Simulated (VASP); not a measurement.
# CaO (I4/mmm) in VASP: single point with PBE

Aim: the single point of CaO with PBE.

Program: VASP 6.6.1. These are calculated values, not measurements. Logs are shortened: lines on timing, memory, paths and dates and some standing lists are left out, and cuts for length are marked.

## Step 1: The cell of the first run

The structure is tetragonal, space group I4/mmm (No. 139). The conventional cell has a = 3.401 Å, b = 3.401 Å, c = 17.361 Å, α = 90.00°, β = 90.00°, γ = 90.00°. Within 3.2 Å of Ca (site symmetry 4mm) lie 5 O at 2.40 to 2.41 Å. Within 3.2 Å of O (site symmetry 4mm) lie 5 Ca at 2.40 to 2.41 Å.

## Step 2: Single point, PBE

Input file INCAR:

```
SYSTEM = CaO
ALGO = Normal
EDIFF = 1E-7
ENCUT = 520
GGA = PE
ISIF = 2
ISMEAR = -1
LASPH = .True.
LCHARG = .False.
LREAL = .False.
LWAVE = .False.
NBANDS = 24
NELM = 60
PREC = Accurate
SIGMA = 0.05
```

Input file KPOINTS:

```
k-points
0
Gamma
  11 11 11
  0 0 0
```

Input file POSCAR:

```
CaO
1.0
   -1.7003410095      1.7003410095      8.6804656068
    1.7003410095     -1.7003410095      8.6804656068
    1.7003410095      1.7003410095     -8.6804656068
Ca O
2 2
Direct
    0.6795970000      0.6795970000      0.0000000000
    0.3204030000      0.3204030000      0.0000000000
    0.8181860000      0.8181860000      0.0000000000
    0.1818140000      0.1818140000      0.0000000000
```

Potentials or basis: VASP PAW PBE potentials, release 64 (Ca_sv, O).

On the command line:

```console
cat potpaw_PBE.64/Ca_sv/POTCAR potpaw_PBE.64/O/POTCAR > POTCAR
mpirun -np 1 vasp_std > vasp.out
```

OUTCAR:

```text
SYSTEM = CaO
   EDIFF = 1E-7
   ENCUT = 520
   GGA = PE
   ISIF = 2
   ISMEAR = -1
   LASPH = .True.
   LREAL = .False.
   NELM = 60
   PREC = Accurate

 ion  position               nearest neighbor table
   1  0.680  0.680  0.000-   4 2.40   4 2.40   4 2.40   4 2.40   3 2.41
   2  0.320  0.320  0.000-   3 2.40   3 2.40   3 2.40   3 2.40   4 2.41
   3  0.818  0.818  0.000-   2 2.40   2 2.40   2 2.40   2 2.40   1 2.41
   4  0.182  0.182  0.000-   1 2.40   1 2.40   1 2.40   1 2.40   2 2.41

  LATTYP: Found a body centered tetragonal cell.
 ALAT       =     3.4006820190
 C/A-ratio  =     5.1051321813

  Lattice vectors:

 A1 = (  -1.7003410095,   1.7003410095,   8.6804656068)
 A2 = (   1.7003410095,  -1.7003410095,   8.6804656068)
 A3 = (   1.7003410095,   1.7003410095,  -8.6804656068)

Analysis of symmetry for initial positions (statically):
=====================================================================
 Subroutine PRICEL returns:
 Original cell was already a primitive cell.

 Routine SETGRP: Setting up the symmetry group for a
 body centered tetragonal supercell.

 Subroutine GETGRP returns: Found 16 space group operations
 (whereof 16 operations were pure point group operations)
 out of a pool of 16 trial point group operations.

The static configuration has the point symmetry D_4h.

Analysis of symmetry for dynamics (positions and initial velocities):
=====================================================================
 Subroutine PRICEL returns:
 Original cell was already a primitive cell.

 Routine SETGRP: Setting up the symmetry group for a
 body centered tetragonal supercell.

 Subroutine GETGRP returns: Found 16 space group operations
 (whereof 16 operations were pure point group operations)
 out of a pool of 16 trial point group operations.

The dynamic configuration has the point symmetry D_4h.

 Subroutine INISYM returns: Found 16 space group operations
 (whereof 16 operations are pure point group operations),
 and found     1 'primitive' translations

----------------------------------------------------------------------------------------

                                     Primitive cell

  volume of cell :     100.3864

  direct lattice vectors                    reciprocal lattice vectors
    -1.700341010  1.700341010  8.680465607     0.000000000  0.294058661  0.057600597
     1.700341010 -1.700341010  8.680465607     0.294058661  0.000000000  0.057600597
     1.700341010  1.700341010 -8.680465607     0.294058661  0.294058661  0.000000000

  length of vectors
     9.007374881  9.007374881  9.007374881     0.299647000  0.299647000  0.415861746

  position of ions in fractional coordinates (direct lattice)
     0.679597000  0.679597000  0.000000000
     0.320403000  0.320403000  0.000000000
     0.818186000  0.818186000  0.000000000
     0.181814000  0.181814000  0.000000000

  ion indices of the primitive-cell ions
   primitive index   ion index
                 1           1
                 2           2
                 3           3
                 4           4

----------------------------------------------------------------------------------------

 KPOINTS: k-points

Automatic generation of k-mesh.
 Grid dimensions read from file:
 generate k-points for:   11   11   11

 Generating k-lattice:

  Cartesian coordinates                     Fractional coordinates (reciprocal lattice)
     0.000000000  0.026732606  0.005236418     0.090909091 -0.000000000  0.000000000
     0.026732606  0.000000000  0.005236418    -0.000000000  0.090909091  0.000000000
     0.026732606  0.026732606  0.000000000     0.000000000  0.000000000  0.090909091

  Length of vectors
     0.027240636  0.027240636  0.037805613

  Shift w.r.t. Gamma in fractional coordinates (k-lattice)
     0.000000000  0.000000000  0.000000000

 Subroutine IBZKPT returns following result:
 ===========================================

 Found    126 irreducible k-points:

 Following reciprocal coordinates:
            Coordinates               Weight
  0.000000  0.000000  0.000000      1.000000
  0.090909  0.000000 -0.000000      8.000000
  0.181818  0.000000 -0.000000      8.000000
  0.272727  0.000000  0.000000      8.000000
  0.363636  0.000000 -0.000000      8.000000
  0.454545  0.000000  0.000000      8.000000
[... 16 lines left out ...]
 -0.272727  0.181818 -0.000000     16.000000
 -0.181818  0.181818  0.000000      4.000000
 [... further k-points ...]
   k-points           NKPTS =    126   k-points in BZ     NKDIM =    126   number of bands    NBANDS=     24
   number of dos      NEDOS =    301   number of ions     NIONS =      4
   total plane-waves  NPLWV = 343000
   dimension x,y,z NGX =    70 NGY =   70 NGZ =   70
   dimension x,y,z NGXF=   140 NGYF=  140 NGZF=  140
   ions per type =               2   2
   NGX,Y,Z   is equivalent  to a cutoff of  12.92, 12.92, 12.92 a.u.
   NGXF,Y,Z  is equivalent  to a cutoff of  25.84, 25.84, 25.84 a.u.
 SYSTEM =  CaO
   PREC   = accura    normal or accurate (medium, high low for compatibility)
   ISTART =      0    job   : 0-new  1-cont  2-samecut
   ICHARG =      2    charge: 1-file 2-atom 10-const
   ISPIN  =      1    spin polarized calculation?
   LNONCOLLINEAR =      F non collinear calculations
   LSORBIT =      F    spin-orbit coupling
   LASPH  =      T    aspherical Exc in radial PAW
   ENCUT  =  520.0 eV  38.22 Ry    6.18 a.u.  16.75 16.75 16.75*2*pi/ulx,y,z
   NELM   =     60;   NELMIN=  2; NELMDL= -5     # of ELM steps
   EDIFF  = 0.1E-06   stopping-criterion for ELM
   LREAL  =      F    real-space projection
   EDIFFG = 0.1E-05   stopping-criterion for IOM
   NSW    =      0    number of steps for IOM
   IBRION =     -1    ionic relax: 0-MD 1-quasi-New 2-CG
   NFREE  =      0    steps in history (QN), initial steepest desc. (CG)
   ISIF   =      2    stress and relaxation
   ISYM   =      2    0-nonsym 1-usesym 2-fastsym
   POTIM  = 0.5000    time-step for ionic-motion
   TEBEG  =    0.0;   TEEND  =   0.0 temperature during run
   PSTRESS=    0.0 pullay stress
   NELECT =      32.0000    total number of electrons
   NUPDOWN=      -1.0000    fix difference up-down
   EMIN   =  10.00;   EMAX   =-10.00  energy-range for DOS
   EFERMI =   0.00;   METHOD = LEGACY
   ISMEAR =    -1;   SIGMA  =   0.05  broadening in eV -4-tet -1-fermi 0-gaus
   EFERMI_NEDOS =   21; number of points for ismear=-14 and -15
   IALGO  =     38    algorithm
   IMIX   =      4    mixing-type and parameters
     AMIX     =   0.40;   BMIX     =  1.00
     AMIX_MAG =   1.60;   BMIX_MAG =  1.00
  volume/ion in A,a.u.               =      25.10       169.36
  Fermi-wavevector in a.u.,A,eV,Ry     =   1.118321  2.113320 17.016014  1.250642
  Thomas-Fermi vector in A             =   2.254951
   LORBIT       =      0    0 simple, 1 ext, 2 COOP (PROOUT), +10 PAW based schemes
   GGA     = PE    functional components
   LHFCALC =     F    Hartree Fock is set to
   AEXX    =    0.0000 exact exchange contribution
   IVDW    =     0    specifies the selected vdW correction
   LEPSILON=     F    determine dielectric tensor
   LRPA    =     F    only Hartree local field effects (RPA)
 non-spin polarized calculation
  energy-cutoff  :      520.00
  volume of cell :      100.39
 maximum number of plane-waves:      2727
 NGX is ok and might be reduce to    70
   NGX = 33   NGY = 33   NGZ = 33

 number of electron      31.9999997 magnetization

 Free energy of the ion-electron system (eV)
  ---------------------------------------------------
  ext. energy  EPLUGINS =         0.00000000
  ---------------------------------------------------
  free energy    TOTEN  =       -24.71108814 eV

  energy without entropy =      -24.71108814  energy(sigma->0) =      -24.71108814

 E-fermi :   0.7443     XC(G=0):  -6.9914

 val. band max:       -0.3005105734   @ k =  -0.4545  -0.4545   0.4545
 cond. band min:       1.7528911314   @ k =   0.0000   0.0000   0.0000
 fundamental gap:      2.0534017047
 Fermi energy:         0.7443486806

 k-point     1 :       0.0000    0.0000    0.0000
  band No.  band energies     occupation
      1     -38.5070      2.00000
      2     -38.4499      2.00000
      3     -19.8680      2.00000
      4     -19.5806      2.00000
      5     -19.3830      2.00000
      6     -19.3830      2.00000
[... 16 lines left out ...]
     23       6.3389      0.00000
     24       7.0087      0.00000

 k-point     2 :       0.0909    0.0000   -0.0000
  band No.  band energies     occupation
      1     -38.5033      2.00000
      2     -38.4485      2.00000
      3     -19.8682      2.00000
      4     -19.6069      2.00000
      5     -19.4090      2.00000
      6     -19.3768      2.00000
[... 16 lines left out ...]
     23       6.3810      0.00000
     24       7.1278      0.00000

 k-point     3 :       0.1818    0.0000   -0.0000
  band No.  band energies     occupation
      1     -38.4929      2.00000
      2     -38.4448      2.00000
      3     -19.8768      2.00000
      4     -19.6983      2.00000
      5     -19.4531      2.00000
      6     -19.4414      2.00000
[... 16 lines left out ...]
     23       6.6210      0.00000
     24       7.3653      0.00000

 k-point     4 :       0.2727    0.0000    0.0000
  band No.  band energies     occupation
      1     -38.4784      2.00000
      2     -38.4408      2.00000
      3     -19.9172      2.00000
      4     -19.8368      2.00000
      5     -19.5388      2.00000
      6     -19.4848      2.00000
[... 16 lines left out ...]
     23       6.9367      0.00000
     24       7.4123      0.00000

 k-point     5 :       0.3636    0.0000   -0.0000
  band No.  band energies     occupation
      1     -38.4630      2.00000
      2     -38.4392      2.00000
      3     -19.9913      2.00000
      4     -19.9654      2.00000
      5     -19.5730      2.00000
      6     -19.5115      2.00000
[... 451 lines left out ...]
 k-point    22 :      -0.3636    0.1818    0.0000
  band No.  band energies     occupation
      1     -38.4523      2.00000
      2     -38.4322      2.00000
      3     -19.9311      2.00000
      4     -19.8865      2.00000
      5     -19.5628      2.00000
      6     -19.5283      2.00000
[... 16 lines left out ...]
     23       7.1509      0.00000
     24       7.4524      0.00000

 k-point    23 :      -0.2727    0.1818   -0.0000
  band No.  band energies     occupation
      1     -38.4663      2.00000
      2     -38.4347      2.00000
      3     -19.8903      2.00000
      4     -19.7917      2.00000
      5     -19.5277      2.00000
      6     -19.5114      2.00000
[... 16 lines left out ...]
     23       7.1358      0.00000
     24       7.2633      0.00000

 k-point    24 :      -0.1818    0.1818    0.0000
  band No.  band energies     occupation
      1     -38.4798      2.00000
      2     -38.4392      2.00000
      3     -19.8737      2.00000
      4     -19.7206      2.00000
      5     -19.4766      2.00000
      6     -19.4661      2.00000
[... 16 lines left out ...]
     23       6.9953      0.00000
     24       7.2193      0.00000

 [... further k-points ...]
[... 5 lines left out ...]
  --------------------------------------------------------------------------------------
  -------------------------------------------------------------------------------------
  Total       -2.5258274     -2.5258274     -1.0979904      0.0000000      0.0000000      0.0000000
  in kB      -40.3124488    -40.3124488    -17.5240325      0.0000000      0.0000000      0.0000000
  external PRESSURE =     -32.7163100 kB  Pullay stress =       0.0000000 kB

 VOLUME and BASIS-vectors are now :
 -----------------------------------------------------------------------------
  energy-cutoff  :      520.00
  volume of cell :      100.39
      direct lattice vectors                 reciprocal lattice vectors
    -1.700341010  1.700341010  8.680465607     0.000000000  0.294058661  0.057600597
     1.700341010 -1.700341010  8.680465607     0.294058661  0.000000000  0.057600597
     1.700341010  1.700341010 -8.680465607     0.294058661  0.294058661  0.000000000

 POSITION                                       TOTAL-FORCE (eV/Angst)
 -----------------------------------------------------------------------------------
      0.00000      0.00000     11.79844         0.000000      0.000000      0.317927
      0.00000      0.00000      5.56249        -0.000000     -0.000000     -0.317927
      0.00000      0.00000     14.20447         0.000000      0.000000     -0.115571
      0.00000      0.00000      3.15646         0.000000      0.000000      0.115571
 -----------------------------------------------------------------------------------
    total drift:                               -0.000000     -0.000000      0.000000

  FREE ENERGIE OF THE ION-ELECTRON SYSTEM (eV)
  ---------------------------------------------------
  free  energy   TOTEN  =       -24.7110881423 eV

  energy  without entropy=      -24.7110881422  energy(sigma->0) =      -24.71108814
```

Wall time 33 min (1 thread of Intel Xeon Platinum 8259CL at 2.50GHz (Skylake/Cascade Lake), shared host); peak memory 0.82 GiB.

Results:

* Free energy: -24.7111 eV
* Pressure: -3.3 GPa
* Largest force: 0.318 eV/Å
* Band gap on the k mesh: 2.05 eV

Forces in eV/Å, atoms in the order of the input:
```
Ca   0.000  0.000  0.318
Ca   0.000  0.000 -0.318
O    0.000  0.000 -0.116
O    0.000  0.000  0.116
```

Levels at points of the mesh, in eV from the valence-band top:
```tsv
k point	band 13	band 14	band 15	band 16	band 17	band 18	band 19	band 20
(0.00, 0.00, 0.00)	-0.25	-0.25	0.00	0.00	2.05	3.99	4.94	5.16
```

Caveat: the cell stands under tension; an odd mesh through Γ misses points on the zone boundary, where band edges can lie.
